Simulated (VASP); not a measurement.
# Rh (C2/m) in VASP: a series of runs

Runs on Rh. Level: PBEsol. Tasks: single point.

All numbers are computed with VASP 6.6.1; they aren't measurements. Logs are shortened: lines on timing, memory, paths and dates and some standing lists are left out, and cuts for length are marked.

## Step 1: The cell of the first run

Symmetry: C2/m, No. 12, monoclinic system. Conventional cell: a = 4.730 Å, b = 2.731 Å, c = 4.428 Å, α = 90.00°, β = 90.00°, γ = 90.00°. Within 3.2 Å of Rh (site symmetry m) lie 12 Rh at 2.44 to 3.05 Å.

## Step 2: Single point, PBEsol (atom 1 (Rh) moved by (+0.150, -0.300) A along y and z)

INCAR reads:

```
SYSTEM = Rh
PREC = Accurate
ENCUT = 520
EDIFF = 1E-7
ISMEAR = 0
SIGMA = 0.15
LREAL = .False.
LASPH = .True.
NELM = 80
ALGO = Fast
ISIF = 2
LWAVE = .False.
LCHARG = .True.
GGA = PS
LELF = .True.
LVHAR = .True.
NBANDS = 22
```

KPOINTS reads:

```
regular mesh
0
Gamma
  18 18 12
  0 0 0
```

POSCAR reads:

```
Rh
1.0
    2.7309790422      0.0000000000      0.0000000000
   -1.3654895211      2.3650972278      0.0000000000
    0.0000000000      0.0000000000      4.4284890000
Rh
2
Direct
    0.6983778366      0.3967556731      0.6822568036
    0.3333333333      0.6666666667      0.2500000000
```

Potentials or basis: VASP PAW PBE potentials, release 64 (Rh_pv).

On the command line:

```bash
$ cat potpaw_PBE.64/Rh_pv/POTCAR > POTCAR
$ mpirun -np 1 vasp_std > vasp.out
```

OUTCAR:

```text
SYSTEM = Rh
   PREC = Accurate
   ENCUT = 520
   EDIFF = 1E-7
   ISMEAR = 0
   LREAL = .False.
   LASPH = .True.
   NELM = 80
   ISIF = 2
   GGA = PS

 ion  position               nearest neighbor table
   1  0.698  0.397  0.682-   2 2.44   2 2.44   2 2.58   2 2.93   2 2.93   2 3.05
   2  0.333  0.667  0.250-   1 2.44   1 2.44   1 2.58   1 2.93   1 2.93   1 3.05

  LATTYP: Found a hexagonal cell.
 ALAT       =     2.7309790422
 C/A-ratio  =     1.6215756077

  Lattice vectors:

 A1 = (   2.7309790422,   0.0000000000,   0.0000000000)
 A2 = (  -1.3654895211,   2.3650972278,   0.0000000000)
 A3 = (   0.0000000000,   0.0000000000,   4.4284890000)

Analysis of symmetry for initial positions (statically):
=====================================================================
 Subroutine PRICEL returns:
 Original cell was already a primitive cell.

 Routine SETGRP: Setting up the symmetry group for a
 hexagonal supercell.

 Subroutine GETGRP returns: Found  4 space group operations
 (whereof  2 operations were pure point group operations)
 out of a pool of 24 trial point group operations.

The static configuration has the point symmetry C_1h.
 The point group associated with its full space group is C_2h.

Analysis of symmetry for dynamics (positions and initial velocities):
=====================================================================
 Subroutine PRICEL returns:
 Original cell was already a primitive cell.

 Routine SETGRP: Setting up the symmetry group for a
 hexagonal supercell.

 Subroutine GETGRP returns: Found  4 space group operations
 (whereof  2 operations were pure point group operations)
 out of a pool of 24 trial point group operations.

The dynamic configuration has the point symmetry C_1h.
 The point group associated with its full space group is C_2h.

 Subroutine INISYM returns: Found  4 space group operations
 (whereof  2 operations are pure point group operations),
 and found     1 'primitive' translations

----------------------------------------------------------------------------------------

                                     Primitive cell

  volume of cell :      28.6037

  direct lattice vectors                    reciprocal lattice vectors
     2.730979042  0.000000000  0.000000000     0.366169049  0.211407799  0.000000000
    -1.365489521  2.365097228  0.000000000     0.000000000  0.422815599  0.000000000
     0.000000000  0.000000000  4.428489000     0.000000000  0.000000000  0.225810655

  length of vectors
[... 80 lines left out ...]
   ENCUT  =  520.0 eV  38.22 Ry    6.18 a.u.   5.08  5.08  8.23*2*pi/ulx,y,z
   NELM   =     80;   NELMIN=  2; NELMDL= -5     # of ELM steps
   EDIFF  = 0.1E-06   stopping-criterion for ELM
   LREAL  =      F    real-space projection
   EDIFFG = 0.1E-05   stopping-criterion for IOM
   NSW    =      0    number of steps for IOM
   IBRION =     -1    ionic relax: 0-MD 1-quasi-New 2-CG
   NFREE  =      0    steps in history (QN), initial steepest desc. (CG)
   ISIF   =      2    stress and relaxation
   ISYM   =      2    0-nonsym 1-usesym 2-fastsym
   POTIM  = 0.5000    time-step for ionic-motion
   TEBEG  =    0.0;   TEEND  =   0.0 temperature during run
   PSTRESS=    0.0 pullay stress
   NELECT =      30.0000    total number of electrons
   NUPDOWN=      -1.0000    fix difference up-down
   EMIN   =  10.00;   EMAX   =-10.00  energy-range for DOS
   EFERMI =   0.00;   METHOD = LEGACY
   ISMEAR =     0;   SIGMA  =   0.15  broadening in eV -4-tet -1-fermi 0-gaus
   EFERMI_NEDOS =   21; number of points for ismear=-14 and -15
   IALGO  =     68    algorithm
   IMIX   =      4    mixing-type and parameters
     AMIX     =   0.40;   BMIX     =  1.00
     AMIX_MAG =   1.60;   BMIX_MAG =  1.00
  volume/ion in A,a.u.               =      14.30        96.51
  Fermi-wavevector in a.u.,A,eV,Ry     =   1.663314  3.143208 37.642066  2.766614
  Thomas-Fermi vector in A             =   2.750053
   LORBIT       =      0    0 simple, 1 ext, 2 COOP (PROOUT), +10 PAW based schemes
   GGA     = PS    functional components
   LHFCALC =     F    Hartree Fock is set to
   AEXX    =    0.0000 exact exchange contribution
   IVDW    =     0    specifies the selected vdW correction
   LEPSILON=     F    determine dielectric tensor
   LRPA    =     F    only Hartree local field effects (RPA)
 non-spin polarized calculation
 RMM-DIIS sequential band-by-band and
 Gauss-broadening in eV      SIGMA  =   0.15
  energy-cutoff  :      520.00
  volume of cell :       28.60
 maximum number of plane-waves:       785
   NGX = 11   NGY = 11   NGZ = 17

 number of electron      29.9999999 magnetization

 Free energy of the ion-electron system (eV)
  ---------------------------------------------------
  ext. energy  EPLUGINS =         0.00000000
  ---------------------------------------------------
  free energy    TOTEN  =       -15.68376787 eV

  energy without entropy =      -15.64705109  energy(sigma->0) =      -15.66540948

 E-fermi :  11.2301     XC(G=0): -13.9087

 val. band max:       11.2296928533   @ k =   0.2778   0.0000   0.5000
 cond. band min:      11.2300715670   @ k =   0.1667   0.5000   0.1667
 fundamental gap:      0.0003787137
 Fermi energy:        11.2300520274

 k-point     1 :       0.0000    0.0000    0.0000
  band No.  band energies     occupation
      1     -36.0670      2.00000
      2     -35.4106      2.00000
      3     -35.2774      2.00000
      4     -35.1996      2.00000
      5     -35.1820      2.00000
      6     -35.1796      2.00000
[... 589 lines left out ...]
     21      28.9735      0.00000
     22      30.5398      0.00000

 [... further k-points ...]

------------------------ aborting loop because EDIFF is reached ----------------------------------------

  FORCE on cell =-STRESS in cart. coord.  units (eV):
  Direction    XX          YY          ZZ          XY          YZ          ZX
  --------------------------------------------------------------------------------------
  -------------------------------------------------------------------------------------
  Total       -0.0682759     -1.1208437      1.0012087      0.0000000     -1.0897005      0.0000000
  in kB       -3.8243295    -62.7816465     56.0805496      0.0000000    -61.0372265      0.0000000
  external PRESSURE =      -3.5084755 kB  Pullay stress =       0.0000000 kB

 VOLUME and BASIS-vectors are now :
 -----------------------------------------------------------------------------
  energy-cutoff  :      520.00
  volume of cell :       28.60
      direct lattice vectors                 reciprocal lattice vectors
     2.730979042  0.000000000  0.000000000     0.366169049  0.211407799  0.000000000
    -1.365489521  2.365097228  0.000000000     0.000000000  0.422815599  0.000000000
     0.000000000  0.000000000  4.428489000     0.000000000  0.000000000  0.225810655

 POSITION                                       TOTAL-FORCE (eV/Angst)
 -----------------------------------------------------------------------------------
      1.36549      0.93837      3.02137         0.000000     -0.734107      3.023247
     -0.00000      1.57673      1.10712        -0.000000      0.734107     -3.023247
 -----------------------------------------------------------------------------------
    total drift:                               -0.000000      0.000011      0.000010

  FREE ENERGIE OF THE ION-ELECTRON SYSTEM (eV)
  ---------------------------------------------------
  free  energy   TOTEN  =       -15.6837678720 eV

  energy  without entropy=      -15.6470510867  energy(sigma->0) =      -15.66540948
```

OSZICAR:

```text
N       E                     dE             d eps       ncg     rms          rms(c)
DAV:   1     0.328658619960E+03    0.32866E+03   -0.19074E+04 45724   0.158E+03
DAV:   2    -0.967353055315E+01   -0.33833E+03   -0.32633E+03 47416   0.474E+02
DAV:   3    -0.168352506725E+02   -0.71617E+01   -0.71235E+01 53524   0.784E+01
DAV:   4    -0.168834553299E+02   -0.48205E-01   -0.48200E-01 50834   0.645E+00
DAV:   5    -0.168842167896E+02   -0.76146E-03   -0.76145E-03 54040   0.843E-01    0.162E+01
RMM:   6    -0.157339800214E+02    0.11502E+01   -0.26123E+00 46865   0.135E+01    0.559E+00
RMM:   7    -0.156914166086E+02    0.42563E-01   -0.17508E-01 47909   0.303E+00    0.226E+00
RMM:   8    -0.156838920152E+02    0.75246E-02   -0.17209E-02 51041   0.131E+00    0.320E-01
RMM:   9    -0.156837612876E+02    0.13073E-03   -0.16238E-03 53198   0.395E-01    0.662E-02
RMM:  10    -0.156837664228E+02   -0.51352E-05   -0.36412E-04 54592   0.206E-01    0.195E-02
RMM:  11    -0.156837656901E+02    0.73277E-06   -0.73836E-05 57996   0.895E-02    0.543E-03
RMM:  12    -0.156837673886E+02   -0.16986E-05   -0.19032E-05 60973   0.446E-02    0.332E-03
RMM:  13    -0.156837675790E+02   -0.19038E-06   -0.51910E-06 64254   0.230E-02    0.274E-03
RMM:  14    -0.156837684038E+02   -0.82476E-06   -0.20606E-06 52095   0.160E-02    0.382E-03
RMM:  15    -0.156837679021E+02    0.50165E-06   -0.89760E-07 51864   0.102E-02    0.380E-04
RMM:  16    -0.156837678720E+02    0.30141E-07   -0.23697E-07 34973   0.482E-03
   1 F= -.15683768E+02 E0= -.15665409E+02  d E =-.367168E-01
```

Run time: 4.4 min. Hardware: 1 thread of Intel Xeon 6975P-C (Granite Rapids), shared host; peak memory 0.55 GiB.

What came out:

```
Free energy            : -15.6838 eV
Pressure               : -0.4 GPa
Largest force          : 3.111 eV/Å
Band gap on the k mesh : zero (bands 15 and 16 overlap by 1.85 eV)
```

Forces in eV/Å, atoms in the order of the input:
```
Rh   0.000 -0.734  3.023
Rh   0.000  0.734 -3.023
```

Stress tensor (GPa, compression positive):
```
-0.38  0.00  0.00
 0.00 -6.28 -6.10
 0.00 -6.10  5.61
```

Levels at points of the mesh, in eV from the Fermi level:
```
           k point  band 12  band 13  band 14  band 15  band 16  band 17  band 18  band 19
(0.00, 0.00, 0.00)    -3.15    -2.65    -1.74    -1.23    -0.14     0.62     1.00     7.26
(0.50, 0.00, 0.00)    -2.24    -2.11     0.16     0.37     0.79     3.05     4.67     9.01
(0.00, 0.50, 0.00)    -2.00    -1.71     0.33     0.38     0.90     2.34     5.37     8.15
(0.00, 0.00, 0.50)    -3.34    -3.31    -2.14    -1.12    -0.58    -0.02     0.15    12.11
(0.50, 0.00, 0.50)    -0.75    -0.41     0.00     0.24     0.69     1.75     2.89     8.23
(0.00, 0.50, 0.50)    -0.89    -0.70    -0.70     0.43     0.57     2.31     3.78     7.52
```

Caveat: the cell differs from its parent crystal (atom 1 (Rh) moved by (+0.150, -0.300) A along y and z); the PAW data sets were made with another functional, which shifts forces and pressure a little.

## Step 3: Single point, PBEsol (atom 1 (Rh) moved by (+0.300, -0.150) A along y and z)

INCAR reads:

```
PREC = Accurate ; ENCUT = 520
EDIFF = 1E-6 ; ISMEAR = 0
SIGMA = 0.15 ; LREAL = False
LASPH = True ; NELM = 80
ALGO = Fast ; ISIF = 2
LWAVE = False ; LCHARG = False
GGA = PS ; NBANDS = 22
```

KPOINTS reads:

```
Automatic mesh
0
Gamma
  18 18 12
```

POSCAR: that of step 2 with these lines changed.

```diff
@@ -8,3 +8,3 @@
 Direct
-    0.6983778366      0.3967556731      0.6822568036
+    0.7300890064      0.4601780129      0.7161284018
     0.3333333333      0.6666666667      0.2500000000
```

Potentials or basis: VASP PAW PBE potentials, release 64 (Rh_pv).

On the command line:

```bash
$ cat potpaw_PBE.64/Rh_pv/POTCAR > POTCAR
$ mpirun -np 1 vasp_std > vasp.out
```

OUTCAR:

```text
PREC = Accurate
   ENCUT = 520
   EDIFF = 1E-6
   ISMEAR = 0
   LREAL = False
   LASPH = True
   NELM = 80
   ISIF = 2
   GGA = PS

 ion  position               nearest neighbor table
   1  0.730  0.460  0.716-   2 2.52   2 2.52   2 2.77   2 2.77   2 2.79   2 3.02
   2  0.333  0.667  0.250-   1 2.52   1 2.52   1 2.77   1 2.77   1 2.79   1 3.02

  LATTYP: Found a hexagonal cell.
 ALAT       =     2.7309790422
 C/A-ratio  =     1.6215756077

  Lattice vectors:

[... 789 lines left out ...]

------------------------ aborting loop because EDIFF is reached ----------------------------------------

  FORCE on cell =-STRESS in cart. coord.  units (eV):
  Direction    XX          YY          ZZ          XY          YZ          ZX
  --------------------------------------------------------------------------------------
  -------------------------------------------------------------------------------------
  Total       -1.5020023     -2.2207127     -0.6235161      0.0000000     -0.7359649      0.0000000
  in kB      -84.1314222   -124.3884383    -34.9249094      0.0000000    -41.2234867      0.0000000
  external PRESSURE =     -81.1482567 kB  Pullay stress =       0.0000000 kB

 VOLUME and BASIS-vectors are now :
 -----------------------------------------------------------------------------
  energy-cutoff  :      520.00
  volume of cell :       28.60
      direct lattice vectors                 reciprocal lattice vectors
     2.730979042  0.000000000  0.000000000     0.366169049  0.211407799  0.000000000
    -1.365489521  2.365097228  0.000000000     0.000000000  0.422815599  0.000000000
     0.000000000  0.000000000  4.428489000     0.000000000  0.000000000  0.225810655

 POSITION                                       TOTAL-FORCE (eV/Angst)
 -----------------------------------------------------------------------------------
      1.36549      1.08837      3.17137        -0.000000     -0.923990      1.533187
     -0.00000      1.57673      1.10712         0.000000      0.923990     -1.533187
 -----------------------------------------------------------------------------------
    total drift:                               -0.000001     -0.000028     -0.000013

  FREE ENERGIE OF THE ION-ELECTRON SYSTEM (eV)
  ---------------------------------------------------
  free  energy   TOTEN  =       -15.8933222198 eV

  energy  without entropy=      -15.8505284730  energy(sigma->0) =      -15.87192535
```

stdout:

```text
POSCAR found type information on POSCAR Rh
 POSCAR found :  1 types and       2 ions
 scaLAPACK will be used
 -----------------------------------------------------------------------------
|                                                                             |
|                                                                             |
|     You enforced a specific xc type in the INCAR file but a different       |
|     I HOPE YOU KNOW WHAT YOU ARE DOING!                                     |
|                                                                             |
 -----------------------------------------------------------------------------

 LDA part: xc-table for (Slater+PW92), standard interpolation
 POSCAR, INCAR and KPOINTS ok, starting setup
 FFT: planning ... GRIDC
 FFT: planning ... GRID_SOFT
 FFT: planning ... GRID
 WAVECAR not read
 entering main loop
```

It took 3.4 min on 1 thread of Intel Xeon 6975P-C (Granite Rapids), shared host; peak memory 0.55 GiB.

Results:

```
Free energy            : -15.8933 eV
Pressure               : -8.1 GPa
Largest force          : 1.790 eV/Å
Band gap on the k mesh : zero (bands 15 and 16 overlap by 2.05 eV)
```

Forces on the atoms (eV/Å):
```
Rh   0.000 -0.924  1.533
Rh   0.000  0.924 -1.533
```

Stress tensor (GPa, compression positive):
```
 -8.41   0.00   0.00
  0.00 -12.44  -4.12
  0.00  -4.12  -3.49
```

Levels at points of the mesh, in eV from the Fermi level:
| k point | band 12 | band 13 | band 14 | band 15 | band 16 | band 17 | band 18 | band 19 |
| --- | --- | --- | --- | --- | --- | --- | --- | --- |
| (0.00, 0.00, 0.00) | -2.63 | -2.22 | -1.96 | -0.85 | -0.54 | 0.82 | 0.86 | 8.03 |
| (0.50, 0.00, 0.00) | -2.38 | -2.22 | 0.22 | 0.38 | 0.79 | 3.35 | 4.52 | 10.12 |
| (0.00, 0.50, 0.00) | -1.49 | -1.20 | 0.48 | 0.67 | 0.89 | 2.05 | 5.81 | 8.23 |
| (0.00, 0.00, 0.50) | -2.90 | -2.80 | -2.53 | -1.09 | -0.32 | -0.22 | -0.21 | 13.43 |
| (0.50, 0.00, 0.50) | -0.94 | 0.14 | 0.36 | 0.52 | 0.76 | 1.91 | 2.44 | 8.96 |
| (0.00, 0.50, 0.50) | -1.11 | -1.07 | -1.04 | 0.61 | 0.67 | 3.22 | 4.04 | 7.57 |

Caveat: the cell differs from its parent crystal (atom 1 (Rh) moved by (+0.300, -0.150) A along y and z); the cell stands under tension; the PAW data sets were made with another functional, which shifts forces and pressure a little.
